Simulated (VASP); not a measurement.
# Sn: single point with r2SCAN

Crystal: Sn.

```
Sn
1.0
    -1.95149    1.95149    1.78589
     1.95149   -1.95149    1.78589
     1.95149    1.95149   -1.78589
Sn
1
Direct
  0.00000 0.00000 0.00000
```

```yaml
Program: VASP 6.6.1
Task: single point
Functional: r2SCAN
Potentials_or_basis: VASP PAW PBE potentials, release 64 (Sn_d)
Cutoff: 520 eV
k_mesh: 13 × 13 × 13
Occupations: fermi-dirac, width 0.1 eV
Spin: no spin polarisation
```

| Quantity | Value |
| --- | --- |
| Pressure | -0.4 GPa |
| Band gap on the k mesh | zero (band 7 reaches 16.08 eV, above the bottom of band 8 at 5.59 eV) |

Stress tensor (GPa, compression positive):
```
 0.08  0.00  0.00
 0.00  0.08  0.00
 0.00  0.00 -1.46
```

Levels at points of the mesh, in eV from the Fermi level:
| k point | band 4 | band 5 | band 6 | band 7 | band 8 | band 9 | band 10 | band 11 |
| --- | --- | --- | --- | --- | --- | --- | --- | --- |
| (0.00, 0.00, 0.00) | -22.15 | -22.10 | -11.65 | 8.05 | 8.05 | 8.95 | 12.00 | 12.75 |

It took 54 s on 1 thread of Intel(R) Xeon(R) 6975P-C (Granite Rapids), on a shared host, peak memory 0.19 GiB.

Caveat: the PAW data sets were made with another functional, which shifts forces and pressure a little; spin-orbit coupling is left out, which moves the levels of the heavy elements.
